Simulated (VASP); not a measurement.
# Mg4H in VASP: further runs, part 2 of 2

VASP 6.6.1. The steps go on from the part before.

**3. Relaxation of the atoms, PBEsol**

The input, INCAR:

```
SYSTEM = Mg4H
ALGO = Normal
DIPOL = 0.5 0.5 0.329
EDIFF = 1E-6
EDIFFG = -0.025
ENCUT = 520
GGA = PS
IBRION = 2
IDIPOL = 3
ISIF = 2
ISMEAR = 0
LASPH = .True.
LCHARG = .False.
LDIPOL = .True.
LREAL = .False.
LWAVE = .False.
NELM = 60
NSW = 36
PREC = Accurate
SIGMA = 0.1
```

The input, KPOINTS:

```
k-points
0
Gamma
  8 5 1
  0 0 0
```

The input, POSCAR:

```
Mg4H
1.0
    3.1881999939      0.0000000000      0.0000000000
    0.0000000000      5.1084658709      0.0000000000
    0.0000000000      0.0000000000     19.1358427726
Mg H
4 1
Selective dynamics
Direct
    0.0000000000      0.7500000000      0.2090318178  F F F
    0.5000000000      0.2500000000      0.2571276385  F F F
    0.5000000000      0.7500000000      0.3576109084  F F F
    0.0000000000      0.2500000000      0.3990335238  F F F
    0.5000000000      0.3750000000      0.4229206424  F F T
```

Potentials or basis: VASP PAW PBE potentials, release 64 (Mg, H).

Started as:

```console
> cat potpaw_PBE.64/Mg/POTCAR potpaw_PBE.64/H/POTCAR > POTCAR
> mpirun -np 1 vasp_std > vasp.out
```

OUTCAR:

```text
SYSTEM = Mg4H
   EDIFF = 1E-6
   EDIFFG = -0.025
   ENCUT = 520
   GGA = PS
   IBRION = 2
   ISIF = 2
   ISMEAR = 0
   LASPH = .True.
   LREAL = .False.
   NELM = 60
   NSW = 36
   PREC = Accurate

 ion  position               nearest neighbor table
   1  0.000  0.750  0.209-   2 3.15   2 3.15   2 3.15   2 3.15   3 3.26   3 3.26
   2  0.500  0.250  0.257-   1 3.15   1 3.15   1 3.15   1 3.15   4 3.15   4 3.15   3 3.20   3 3.20

   3  0.500  0.750  0.358-   4 3.11   4 3.11   4 3.11   4 3.11   2 3.20   2 3.20   1 3.26   1 3.26

   4  0.000  0.250  0.399-   5 1.78   5 1.78   3 3.11   3 3.11   3 3.11   3 3.11   2 3.15   2 3.15

   5  0.500  0.375  0.423-   4 1.78   4 1.78

  LATTYP: Found a simple orthorhombic cell.
 ALAT       =     3.1881999939
 B/A-ratio  =     1.6023040840
 C/A-ratio  =     6.0020835610

  Lattice vectors:

 A1 = (   3.1881999939,   0.0000000000,   0.0000000000)
 A2 = (   0.0000000000,   5.1084658709,   0.0000000000)
 A3 = (   0.0000000000,   0.0000000000,  19.1358427726)

Analysis of symmetry for initial positions (statically):
=====================================================================
 Subroutine PRICEL returns:
 Original cell was already a primitive cell.

 Routine SETGRP: Setting up the symmetry group for a
 simple orthorhombic supercell.

 Subroutine GETGRP returns: Found  2 space group operations
 (whereof  2 operations were pure point group operations)
 out of a pool of  8 trial point group operations.

The static configuration has the point symmetry C_1h.

Analysis of symmetry for dynamics (positions and initial velocities):
=====================================================================
 Subroutine PRICEL returns:
 Original cell was already a primitive cell.

 Routine SETGRP: Setting up the symmetry group for a
 simple orthorhombic supercell.

 Subroutine GETGRP returns: Found  2 space group operations
 (whereof  2 operations were pure point group operations)
 out of a pool of  8 trial point group operations.

The dynamic configuration has the point symmetry C_1h.

Analysis of constrained symmetry for selective dynamics:
=====================================================================
 Subroutine PRICEL returns:
 Original cell was already a primitive cell.

 Routine SETGRP: Setting up the symmetry group for a
 simple orthorhombic supercell.

 Subroutine GETGRP returns: Found  2 space group operations
 (whereof  2 operations were pure point group operations)
 out of a pool of  8 trial point group operations.

The constrained configuration has the point symmetry C_1h.

 Subroutine INISYM returns: Found  2 space group operations
 (whereof  2 operations are pure point group operations),
 and found     1 'primitive' translations

----------------------------------------------------------------------------------------

                                     Primitive cell

  volume of cell :     311.6619

  direct lattice vectors                    reciprocal lattice vectors
[... 108 lines left out ...]
   GGA     = PS    functional components
   LHFCALC =     F    Hartree Fock is set to
   AEXX    =    0.0000 exact exchange contribution
   IVDW    =     0    specifies the selected vdW correction
   LEPSILON=     F    determine dielectric tensor
   LRPA    =     F    only Hartree local field effects (RPA)
 conjugate gradient relaxation of ions
 non-spin polarized calculation
 Gauss-broadening in eV      SIGMA  =   0.10
  energy-cutoff  :      520.00
  volume of cell :      311.66
 maximum number of plane-waves:      8432
 NGX is ok and might be reduce to    24
   NGX = 11   NGY = 19   NGZ = 71

--------------------------------------- Ionic step        1  -------------------------------------------

 number of electron       9.0000000 magnetization

 Free energy of the ion-electron system (eV)
  ---------------------------------------------------
  ext. energy  EPLUGINS =         0.00000000
  ---------------------------------------------------
  free energy    TOTEN  =        -8.60693927 eV

  energy without entropy =       -8.59988727  energy(sigma->0) =       -8.60341327

------------------------ aborting loop because EDIFF is reached ----------------------------------------

  FORCE on cell =-STRESS in cart. coord.  units (eV):
  Direction    XX          YY          ZZ          XY          YZ          ZX
  --------------------------------------------------------------------------------------
  -------------------------------------------------------------------------------------
  Total       -0.2488087      0.0168284      0.3112576      0.0000000      0.5146067      0.0000000
  in kB       -1.2790649      0.0865106      1.6000990      0.0000000      2.6454671      0.0000000
  external PRESSURE =       0.1358482 kB  Pullay stress =       0.0000000 kB
[... 67 lines left out ...]
 number of electron       9.0000000 magnetization

------------------------ aborting loop because EDIFF is reached ----------------------------------------

 vacuum level on the upper side and lower side of the slab       (xc-potential included)        -0.167        -0.110

  FORCE on cell =-STRESS in cart. coord.  units (eV):
  Direction    XX          YY          ZZ          XY          YZ          ZX
  --------------------------------------------------------------------------------------
  -------------------------------------------------------------------------------------
  Total       -0.7697866      0.0677515      0.2071283      0.0000000      0.5242920      0.0000000
  in kB       -3.9572846      0.3482940      1.0647962      0.0000000      2.6952567      0.0000000
  external PRESSURE =      -0.8480648 kB  Pullay stress =       0.0000000 kB
[... 20 lines left out ...]
  FREE ENERGIE OF THE ION-ELECTRON SYSTEM (eV)
  ---------------------------------------------------
  free  energy   TOTEN  =        -8.6620550690 eV

  energy  without entropy=       -8.6551230081  energy(sigma->0) =       -8.65858904

 dipolmoment           0.000000      0.000000     -0.008491 electrons x Angstroem

--------------------------------------- Ionic step        4  -------------------------------------------

 number of electron       9.0000000 magnetization

------------------------ aborting loop because EDIFF is reached ----------------------------------------
[... 73 lines left out ...]
--------------------------------------- Ionic step        6  -------------------------------------------

 number of electron       9.0000000 magnetization

 dipolmoment           0.000000      0.000000      0.028539 electrons x Angstroem

 Free energy of the ion-electron system (eV)
  ---------------------------------------------------
  ext. energy  EPLUGINS =         0.00000000
  ---------------------------------------------------
  free energy    TOTEN  =        -8.72314124 eV

  energy without entropy =       -8.71118239  energy(sigma->0) =       -8.71716181

 E-fermi :  -1.7558     XC(G=0):  -3.4401

 val. band max:       -1.8064163063   @ k =   0.1250   0.0000   0.0000
 cond. band min:      -1.6825513374   @ k =   0.3750   0.2000   0.0000
 fundamental gap:      0.1238649689
 Fermi energy:        -1.7557985494

 k-point     1 :       0.0000    0.0000    0.0000
  band No.  band energies     occupation
      1      -8.4378      2.00000
      2      -6.7934      2.00000
      3      -4.1574      2.00000
      4      -2.6712      2.00000
      5      -2.0181      1.99979
      6      -1.2507      0.00000
      7      -0.5433      0.00000
      8       0.0712      0.00000
[... 144 lines left out ...]
 k-point    15 :       0.5000    0.4000    0.0000
  band No.  band energies     occupation
      1      -5.8621      2.00000
      2      -3.3552      2.00000
      3      -3.1542      2.00000
      4      -2.2781      2.00000
      5      -1.9183      1.97847
      6      -1.1419      0.00000
      7      -0.7630      0.00000
      8      -0.0821      0.00000

------------------------ aborting loop because EDIFF is reached ----------------------------------------

 vacuum level on the upper side and lower side of the slab       (xc-potential included)         0.029        -0.307

  FORCE on cell =-STRESS in cart. coord.  units (eV):
  Direction    XX          YY          ZZ          XY          YZ          ZX
  --------------------------------------------------------------------------------------
  -------------------------------------------------------------------------------------
  Total       -1.7729512     -0.1096095     -0.1377841      0.0000000      0.4376457      0.0000000
  in kB       -9.1143082     -0.5634755     -0.7083145      0.0000000      2.2498294      0.0000000
  external PRESSURE =      -3.4620327 kB  Pullay stress =       0.0000000 kB
[... 20 lines left out ...]
  FREE ENERGIE OF THE ION-ELECTRON SYSTEM (eV)
  ---------------------------------------------------
  free  energy   TOTEN  =        -8.7231412371 eV

  energy  without entropy=       -8.7111823876  energy(sigma->0) =       -8.71716181

 reached required accuracy - stopping structural energy minimisation

 vacuum level on the upper side and lower side of the slab         1.997         1.652
```

Wall time 7.1 min (1 thread of Intel Xeon 8259CL, shared host); peak memory 0.4 GiB.

Results:

| Item | Value |
| --- | --- |
| Free energy | -8.7231 eV |
| Energy gained by relaxing | 23.2 meV/atom |
| Ionic steps | 6 |
| Band gap on the k mesh | zero (an odd number of electrons rules out a gap without spin polarisation) |

Step by step:
```
step  energy change (eV)  largest force on free atoms (eV/Å)  pressure (GPa)
   1              0.0000                              0.5627            0.01
   2             -0.0150                              0.5385           -0.01
   3             -0.0551                              0.4426           -0.08
   4             -0.1071                              0.1841           -0.25
   5             -0.0629                              0.4745           -0.58
   6             -0.1162                              0.0140           -0.35
```

Final structure:
```
Mg H
1.0
     3.18820    0.00000    0.00000
     0.00000    5.10847    0.00000
     0.00000    0.00000   19.13584
Mg H
4 1
Direct
  0.00000 0.75000 0.20903
  0.50000 0.25000 0.25713
  0.50000 0.75000 0.35761
  0.00000 0.25000 0.39903
  0.50000 0.37500 0.44187
```

Caveat: the PAW data sets were made with another functional, which shifts forces and pressure a little.
